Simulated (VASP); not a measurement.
# ZrB in VASP: settings compared

ZrB is run at these levels: revPBE, BLYP, r2SCAN, RPBE, HSE06, PBE; tasks: single point, relaxation of cell and atoms.

All numbers are computed with VASP 6.6.1; they aren't measurements. Logs are shortened: lines on timing, memory, paths and dates and some standing lists are left out, and cuts for length are marked.

### 1 The cell of the first run

Symmetry: P4/mmm, No. 123, tetragonal system. Conventional cell: a = 3.419 Å, b = 3.419 Å, c = 2.991 Å, α = 90.00°, β = 90.00°, γ = 90.00°. Within 3.2 Å of Zr (site symmetry 4/mmm) lie 4 B at 2.42 Å and 2 Zr at 2.99 Å. B (site symmetry 4/mmm) has 4 Zr at 2.42 Å and 2 B at 2.99 Å within 3.2 Å.

### 2 Single point, revPBE

INCAR reads:

```
  ALGO = Normal
  EDIFF = 1E-7
  ENCUT = 520
  GGA = RE
  ISIF = 2
  ISMEAR = -1
  LASPH = True
  LCHARG = False
  LREAL = False
  LWAVE = False
  NBANDS = 14
  NELM = 100
  PREC = Accurate
  SIGMA = 0.05
```

KPOINTS reads:

```
k-points
0
Gamma
  10 10 7
```

POSCAR reads:

```
ZrB
1.0
    2.4177020995     -2.4177142116      0.0000000000
    2.4177020995      2.4177142116      0.0000000000
    0.0000000000      0.0000000000      2.9909267345
Zr B
1 1
Direct
    0.0000000000      0.0000000000      0.5000000000
    0.5000000000      0.5000000000      0.5000000000
```

Potentials or basis: VASP PAW PBE potentials, release 64 (Zr_sv, B).

Command:

```
$ cat potpaw_PBE.64/Zr_sv/POTCAR potpaw_PBE.64/B/POTCAR > POTCAR
$ mpirun -np 1 vasp_std > vasp.out
```

OUTCAR:

```text
EDIFF = 1E-7
   ENCUT = 520
   GGA = RE
   ISIF = 2
   ISMEAR = -1
   LASPH = True
   LREAL = False
   NELM = 100
   PREC = Accurate

 ion  position               nearest neighbor table
   1  0.000  0.000  0.500-   2 2.42   2 2.42   2 2.42   2 2.42
   2  0.500  0.500  0.500-   1 2.42   1 2.42   1 2.42   1 2.42

  LATTYP: Found a simple tetragonal cell.
 ALAT       =     3.4191556634
 C/A-ratio  =     0.8747559424

  Lattice vectors:

 A1 = (   2.4177020995,  -2.4177142116,   0.0000000000)
 A2 = (   2.4177020995,   2.4177142116,   0.0000000000)
 A3 = (   0.0000000000,   0.0000000000,   2.9909267345)

Analysis of symmetry for initial positions (statically):
=====================================================================
 Subroutine PRICEL returns:
 Original cell was already a primitive cell.

 Routine SETGRP: Setting up the symmetry group for a
 simple tetragonal supercell.

 Subroutine GETGRP returns: Found 16 space group operations
 (whereof 16 operations were pure point group operations)
 out of a pool of 16 trial point group operations.

The static configuration has the point symmetry D_4h.

Analysis of symmetry for dynamics (positions and initial velocities):
=====================================================================
 Subroutine PRICEL returns:
 Original cell was already a primitive cell.

 Routine SETGRP: Setting up the symmetry group for a
 simple tetragonal supercell.

 Subroutine GETGRP returns: Found 16 space group operations
 (whereof 16 operations were pure point group operations)
 out of a pool of 16 trial point group operations.

The dynamic configuration has the point symmetry D_4h.

 Subroutine INISYM returns: Found 16 space group operations
 (whereof 16 operations are pure point group operations),
 and found     1 'primitive' translations

----------------------------------------------------------------------------------------

                                     Primitive cell

  volume of cell :      34.9658

  direct lattice vectors                    reciprocal lattice vectors
     2.417702100 -2.417714212  0.000000000     0.206807944 -0.206806908  0.000000000
     2.417702100  2.417714212  0.000000000     0.206807944  0.206806908  0.000000000
     0.000000000  0.000000000  2.990926734     0.000000000  0.000000000  0.334344532

  length of vectors
     3.419155663  3.419155663  2.990926734     0.292469866  0.292469866  0.334344532

  position of ions in fractional coordinates (direct lattice)
     0.000000000  0.000000000  0.500000000
     0.500000000  0.500000000  0.500000000

  ion indices of the primitive-cell ions
   primitive index   ion index
                 1           1
                 2           2

----------------------------------------------------------------------------------------

 KPOINTS: k-points

Automatic generation of k-mesh.
 Grid dimensions read from file:
 generate k-points for:   10   10    7

 Generating k-lattice:

  Cartesian coordinates                     Fractional coordinates (reciprocal lattice)
     0.020680794 -0.020680691  0.000000000     0.100000000 -0.000000000  0.000000000
     0.020680794  0.020680691  0.000000000    -0.000000000  0.100000000  0.000000000
     0.000000000  0.000000000  0.047763505     0.000000000  0.000000000  0.142857143

  Length of vectors
     0.029246987  0.029246987  0.047763505

  Shift w.r.t. Gamma in fractional coordinates (k-lattice)
     0.000000000  0.000000000  0.000000000

 Subroutine IBZKPT returns following result:
 ===========================================

 Found     84 irreducible k-points:

 Following reciprocal coordinates:
            Coordinates               Weight
  0.000000  0.000000  0.000000      1.000000
  0.100000  0.000000  0.000000      4.000000
  0.200000  0.000000  0.000000      4.000000
  0.300000  0.000000  0.000000      4.000000
  0.400000  0.000000  0.000000      4.000000
  0.500000  0.000000  0.000000      2.000000
[... 16 lines left out ...]
  0.100000  0.000000  0.142857      8.000000
  0.200000  0.000000  0.142857      8.000000
 [... further k-points ...]
   k-points           NKPTS =     84   k-points in BZ     NKDIM =     84   number of bands    NBANDS=     14
   number of dos      NEDOS =    301   number of ions     NIONS =      2
   total plane-waves  NPLWV =  18816
   dimension x,y,z NGX =    28 NGY =   28 NGZ =   24
   dimension x,y,z NGXF=    56 NGYF=   56 NGZF=   48
   ions per type =               1   1
   NGX,Y,Z   is equivalent  to a cutoff of  13.61, 13.61, 13.34 a.u.
   NGXF,Y,Z  is equivalent  to a cutoff of  27.23, 27.23, 26.68 a.u.
 SYSTEM =  unknown system
   PREC   = accura    normal or accurate (medium, high low for compatibility)
   ISTART =      0    job   : 0-new  1-cont  2-samecut
   ICHARG =      2    charge: 1-file 2-atom 10-const
   ISPIN  =      1    spin polarized calculation?
   LNONCOLLINEAR =      F non collinear calculations
   LSORBIT =      F    spin-orbit coupling
   LASPH  =      T    aspherical Exc in radial PAW
   ENCUT  =  520.0 eV  38.22 Ry    6.18 a.u.   6.36  6.36  5.56*2*pi/ulx,y,z
   NELM   =    100;   NELMIN=  2; NELMDL= -5     # of ELM steps
   EDIFF  = 0.1E-06   stopping-criterion for ELM
   LREAL  =      F    real-space projection
   EDIFFG = 0.1E-05   stopping-criterion for IOM
   NSW    =      0    number of steps for IOM
   IBRION =     -1    ionic relax: 0-MD 1-quasi-New 2-CG
   NFREE  =      0    steps in history (QN), initial steepest desc. (CG)
   ISIF   =      2    stress and relaxation
   ISYM   =      2    0-nonsym 1-usesym 2-fastsym
   POTIM  = 0.5000    time-step for ionic-motion
   TEBEG  =    0.0;   TEEND  =   0.0 temperature during run
   PSTRESS=    0.0 pullay stress
   NELECT =      15.0000    total number of electrons
   NUPDOWN=      -1.0000    fix difference up-down
   EMIN   =  10.00;   EMAX   =-10.00  energy-range for DOS
   EFERMI =   0.00;   METHOD = LEGACY
   ISMEAR =    -1;   SIGMA  =   0.05  broadening in eV -4-tet -1-fermi 0-gaus
   EFERMI_NEDOS =   21; number of points for ismear=-14 and -15
   IALGO  =     38    algorithm
   IMIX   =      4    mixing-type and parameters
     AMIX     =   0.40;   BMIX     =  1.00
     AMIX_MAG =   1.60;   BMIX_MAG =  1.00
  volume/ion in A,a.u.               =      17.48       117.98
  Fermi-wavevector in a.u.,A,eV,Ry     =   1.234689  2.333223 20.741480  1.524456
  Thomas-Fermi vector in A             =   2.369368
   LORBIT       =      0    0 simple, 1 ext, 2 COOP (PROOUT), +10 PAW based schemes
   GGA     = RE    functional components
   LHFCALC =     F    Hartree Fock is set to
   AEXX    =    0.0000 exact exchange contribution
   IVDW    =     0    specifies the selected vdW correction
   LEPSILON=     F    determine dielectric tensor
   LRPA    =     F    only Hartree local field effects (RPA)
 non-spin polarized calculation
  energy-cutoff  :      520.00
  volume of cell :       34.97
 maximum number of plane-waves:       959
 NGX is ok and might be reduce to    28
   NGX = 13   NGY = 13   NGZ = 11

 number of electron      15.0000001 magnetization

 Free energy of the ion-electron system (eV)
  ---------------------------------------------------
  ext. energy  EPLUGINS =         0.00000000
  ---------------------------------------------------
  free energy    TOTEN  =       -13.27936905 eV

  energy without entropy =      -13.26475254  energy(sigma->0) =      -13.27206080

 E-fermi :   6.1827     XC(G=0): -10.5777

 val. band max:        6.1540240706   @ k =   0.3000   0.3000   0.1429
 cond. band min:       6.2024932398   @ k =   0.0000   0.0000   0.2857
 fundamental gap:      0.0484691692
 Fermi energy:         6.1827272715

 k-point     1 :       0.0000    0.0000    0.0000
  band No.  band energies     occupation
      1     -41.9196      2.00000
      2     -19.7685      2.00000
      3     -19.7684      2.00000
      4     -19.6627      2.00000
      5      -1.7234      2.00000
      6       4.9310      2.00000
      7       5.6123      1.99998
      8       8.3252      0.00000
      9       8.3252      0.00000
     10       9.4753      0.00000
     11      10.6709      0.00000
     12      11.0601      0.00000
     13      11.0602      0.00000
     14      15.3668      0.00000

 k-point     2 :       0.1000    0.0000    0.0000
  band No.  band energies     occupation
      1     -41.9174      2.00000
      2     -19.8016      2.00000
      3     -19.7642      2.00000
      4     -19.6606      2.00000
      5      -1.5708      2.00000
      6       4.9656      2.00000
      7       5.4744      2.00000
      8       7.3761      0.00000
      9       8.3052      0.00000
     10      10.0504      0.00000
     11      10.6495      0.00000
     12      11.0773      0.00000
     13      11.7235      0.00000
     14      15.7405      0.00000

 k-point     3 :       0.2000    0.0000    0.0000
  band No.  band energies     occupation
      1     -41.9116      2.00000
      2     -19.8872      2.00000
      3     -19.7532      2.00000
      4     -19.6552      2.00000
      5      -1.1340      2.00000
      6       4.8891      2.00000
      7       5.1045      2.00000
      8       6.2758      0.26914
      9       8.5598      0.00000
     10       9.3696      0.00000
     11      11.1228      0.00000
     12      12.4104      0.00000
     13      12.5346      0.00000
     14      16.2530      0.00000
[... 324 lines left out ...]
 k-point    23 :       0.1000    0.0000    0.1429
  band No.  band energies     occupation
      1     -41.8978      2.00000
      2     -19.8446      2.00000
      3     -19.7825      2.00000
      4     -19.7459      2.00000
      5      -1.2952      2.00000
      6       5.4322      2.00000
      7       5.6381      1.99996
      8       7.4770      0.00000
      9       8.3292      0.00000
     10       9.3802      0.00000
     11      10.1136      0.00000
     12      10.9879      0.00000
     13      11.0033      0.00000
     14      15.8584      0.00000

 k-point    24 :       0.2000    0.0000    0.1429
  band No.  band energies     occupation
      1     -41.8920      2.00000
      2     -19.8678      2.00000
      3     -19.8370      2.00000
      4     -19.7350      2.00000
      5      -0.8686      2.00000
      6       5.0842      2.00000
      7       5.5690      1.99999
      8       6.3921      0.02993
      9       8.3665      0.00000
     10       8.8741      0.00000
     11      10.2684      0.00000
     12      11.7598      0.00000
     13      12.6693      0.00000
     14      16.6073      0.00000

 [... further k-points ...]

------------------------ aborting loop because EDIFF is reached ----------------------------------------

  FORCE on cell =-STRESS in cart. coord.  units (eV):
  Direction    XX          YY          ZZ          XY          YZ          ZX
  --------------------------------------------------------------------------------------
  -------------------------------------------------------------------------------------
  Total        0.0128454      0.0128455     -0.0064154      0.0000000     -0.0000000      0.0000000
  in kB        0.5885926      0.5885985     -0.2939627      0.0000000     -0.0000000      0.0000000
  external PRESSURE =       0.2944095 kB  Pullay stress =       0.0000000 kB

 VOLUME and BASIS-vectors are now :
 -----------------------------------------------------------------------------
  energy-cutoff  :      520.00
  volume of cell :       34.97
      direct lattice vectors                 reciprocal lattice vectors
     2.417702100 -2.417714212  0.000000000     0.206807944 -0.206806908  0.000000000
     2.417702100  2.417714212  0.000000000     0.206807944  0.206806908  0.000000000
     0.000000000  0.000000000  2.990926734     0.000000000  0.000000000  0.334344532

 POSITION                                       TOTAL-FORCE (eV/Angst)
 -----------------------------------------------------------------------------------
      0.00000      0.00000      1.49546         0.000000      0.000000      0.000000
      2.41770      0.00000      1.49546        -0.000000     -0.000000      0.000000
 -----------------------------------------------------------------------------------
    total drift:                               -0.000000     -0.000000      0.000000

  FREE ENERGIE OF THE ION-ELECTRON SYSTEM (eV)
  ---------------------------------------------------
  free  energy   TOTEN  =       -13.2793690540 eV

  energy  without entropy=      -13.2647525415  energy(sigma->0) =      -13.27206080
```

Wall time 81 s (1 thread of AMD EPYC 7R13, shared host); peak memory 0.15 GiB.

Results:

* Free energy: -13.2794 eV
* Pressure: 0.0 GPa

Caveat: the PAW data sets were made with another functional, which shifts forces and pressure a little.

### 3 Single point, BLYP

This run uses another cell than the first one, of 18.19 Å³/atom, 1.040 times its volume.

INCAR reads:

```
PREC = Accurate ; ENCUT = 520
EDIFF = 1E-6 ; ISMEAR = -1
SIGMA = 0.05 ; LREAL = F
LASPH = T ; NELM = 80
ALGO = Normal ; ISIF = 2
LWAVE = F ; LCHARG = F
GGA = B5 ; ALDAX = 1.0
AGGAX = 1.0 ; AGGAC = 1.0
ALDAC = 0.0 ; NBANDS = 14
```

KPOINTS reads:

```
regular mesh
0
Gamma
  10 10 7
```

POSCAR reads:

```
ZrB
1.0
    2.4348889117     -2.4349191467      0.0000000000
    2.4348889117      2.4349191467      0.0000000000
    0.0000000000      0.0000000000      3.0676332634
Zr B
1 1
Direct
    0.0000000000      0.0000000000      0.5000000000
    0.5000000000      0.5000000000      0.5000000000
```

Potentials or basis: VASP PAW PBE potentials, release 64 (Zr_sv, B).

Command:

```
$ cat potpaw_PBE.64/Zr_sv/POTCAR potpaw_PBE.64/B/POTCAR > POTCAR
$ mpirun -np 1 vasp_std > vasp.out
```

Run time: 2.5 min. Hardware: 1 thread of AMD EPYC 7R13, shared host; peak memory 0.17 GiB.

Results (log left out):

- Free energy: -12.2650 eV
- Pressure: 0.2 GPa

Stress tensor (GPa, compression positive):
```
0.23 0.00 0.00
0.00 0.23 0.00
0.00 0.00 0.00
```

Levels at points of the mesh, in eV from the Fermi level:
| k point | band 5 | band 6 | band 7 | band 8 | band 9 | band 10 | band 11 | band 12 |
| --- | --- | --- | --- | --- | --- | --- | --- | --- |
| (0.00, 0.00, 0.00) | -7.61 | -1.23 | -0.38 | 2.12 | 2.12 | 3.22 | 4.15 | 4.51 |
| (0.50, 0.00, 0.00) | -5.18 | -3.54 | -1.36 | -0.80 | 1.91 | 4.69 | 4.72 | 7.43 |
| (0.50, 0.50, 0.00) | -6.26 | -0.51 | -0.43 | -0.43 | 3.45 | 3.45 | 4.88 | 5.12 |

Caveat: the PAW data sets were made with another functional, which shifts forces and pressure a little.

### 4 Single point, r2SCAN

This run uses another cell than the first one, of 15.63 Å³/atom, 0.894 times its volume.

POSCAR reads:

```
ZrB
1.0
    1.9614334600     -1.9857162700      0.0000000000
    1.9614334600      1.9857162700      0.0000000000
    0.0000000000      0.0000000000      4.0139456300
Zr B
1 1
Direct
    0.0000000000      0.0000000000      0.5000000000
    0.5000000000      0.5000000000      0.5000000000
```

INCAR.step1 reads:

```
PREC = Accurate ; ENCUT = 520
ISMEAR = -1 ; SIGMA = 0.05
LREAL = False ; LASPH = True
NELM = 60 ; NBANDS = 14
GGA = PE ; ALGO = Normal
EDIFF = 1E-4 ; LWAVE = True
LCHARG = False
```

INCAR.step2 reads:

```
PREC = Accurate ; ENCUT = 520
EDIFF = 1E-6 ; ISMEAR = -1
SIGMA = 0.05 ; LREAL = False
LASPH = True ; NELM = 60
ALGO = Normal ; ISIF = 2
LWAVE = False ; LCHARG = True
METAGGA = R2SCAN ; LMIXTAU = True
LELF = True ; LVHAR = True
NBANDS = 14 ; ISTART = 1
```

KPOINTS is that of step 3.

Potentials or basis: VASP PAW PBE potentials, release 64 (Zr_sv, B).

Command:

```
$ cat potpaw_PBE.64/Zr_sv/POTCAR potpaw_PBE.64/B/POTCAR > POTCAR
$ cp INCAR.step1 INCAR
$ mpirun -np 1 vasp_std > vasp.out
$ cp INCAR.step2 INCAR
$ mpirun -np 1 vasp_std > vasp.out
```

OUTCAR:

```text
PREC = Accurate
   ENCUT = 520
   EDIFF = 1E-6
   ISMEAR = -1
   LREAL = False
   LASPH = True
   NELM = 60
   ISIF = 2
   METAGGA = R2SCAN
   ISTART = 1

 ion  position               nearest neighbor table
   1  0.000  0.000  0.500-   2 1.96   2 1.96   2 1.99   2 1.99
   2  0.500  0.500  0.500-   1 1.96   1 1.96   1 1.99   1 1.99

  LATTYP: Found a base centered orthorhombic cell.
 ALAT       =     3.9228669200
 B/A-ratio  =     1.0123801345
 C/A-ratio  =     1.0232173846

  Lattice vectors:

 A1 = (   1.9614334600,  -1.9857162700,   0.0000000000)
 A2 = (   1.9614334600,   1.9857162700,   0.0000000000)
 A3 = (   0.0000000000,   0.0000000000,   4.0139456300)

Analysis of symmetry for initial positions (statically):
=====================================================================
 Subroutine PRICEL returns:
 Original cell was already a primitive cell.

 Routine SETGRP: Setting up the symmetry group for a
 base centered orthorhombic supercell.

 Subroutine GETGRP returns: Found  8 space group operations
 (whereof  8 operations were pure point group operations)
[... 177 lines left out ...]
      5      -1.5886      2.00000
      6       4.8205      2.00000
      7       5.1834      2.00000
      8       7.2890      0.52576
      9      11.8774      0.00000
     10      12.1723      0.00000
     11      12.2286      0.00000
     12      12.2791      0.00000
     13      12.6799      0.00000
     14      19.9499      0.00000
[... 377 lines left out ...]
      1     -41.6957      2.00000
      2     -20.7173      2.00000
      3     -20.1179      2.00000
      4     -19.2842      2.00000
      5      -0.0960      2.00000
      6       5.5559      2.00000
      7       6.4227      2.00000
      8       8.3820      0.00000
      9       8.8267      0.00000
     10       8.8797      0.00000
     11      13.4248      0.00000
     12      15.7829      0.00000
     13      17.0425      0.00000
     14      18.5903      0.00000

 [... further k-points ...]

------------------------ aborting loop because EDIFF is reached ----------------------------------------

  FORCE on cell =-STRESS in cart. coord.  units (eV):
  Direction    XX          YY          ZZ          XY          YZ          ZX
  --------------------------------------------------------------------------------------
  -------------------------------------------------------------------------------------
  Total       22.6927410     22.4451363      0.2559315      0.0000000      0.0000000      0.0000000
  in kB     1162.8006993   1150.1131657     13.1142074      0.0000000      0.0000000      0.0000000
  external PRESSURE =     775.3426908 kB  Pullay stress =       0.0000000 kB

 VOLUME and BASIS-vectors are now :
 -----------------------------------------------------------------------------
  energy-cutoff  :      520.00
  volume of cell :       31.27
      direct lattice vectors                 reciprocal lattice vectors
     1.961433460 -1.985716270  0.000000000     0.254915606 -0.251798310  0.000000000
     1.961433460  1.985716270  0.000000000     0.254915606  0.251798310  0.000000000
     0.000000000  0.000000000  4.013945630     0.000000000  0.000000000  0.249131426

 POSITION                                       TOTAL-FORCE (eV/Angst)
 -----------------------------------------------------------------------------------
      0.00000      0.00000      2.00697         0.000000      0.000000      0.000000
      1.96143      0.00000      2.00697        -0.000000     -0.000000      0.000000
 -----------------------------------------------------------------------------------
    total drift:                               -0.000000     -0.000000     -0.000000

  FREE ENERGIE OF THE ION-ELECTRON SYSTEM (eV)
  ---------------------------------------------------
  free  energy   TOTEN  =       -24.7026663573 eV

  energy  without entropy=      -24.6929660515  energy(sigma->0) =      -24.69781620
```

Run time: 7.9 min. Hardware: 1 thread of AMD EPYC 7R13, shared host; peak memory 0.16 GiB.

Results:

```yaml
Free_energy: -24.7027 eV
Pressure: 77.5 GPa
```

Levels at points of the mesh, in eV from the Fermi level:
```csv
k point,band 3,band 4,band 5,band 6,band 7,band 8,band 9,band 10,band 11,band 12
"(0.00, 0.00, 0.00)",-26.24,-26.13,-8.83,-2.42,-2.05,0.05,4.64,4.93,4.99,5.04
"(0.50, 0.00, 0.00)",-26.65,-25.81,-5.09,-3.34,-3.10,-2.90,0.59,5.91,6.72,9.07
"(0.50, 0.50, 0.00)",-28.00,-26.42,-8.70,0.62,0.68,1.85,2.79,2.87,3.20,9.90
```

Caveat: the PAW data sets were made with another functional, which shifts forces and pressure a little.

[end of part 1 of 2]
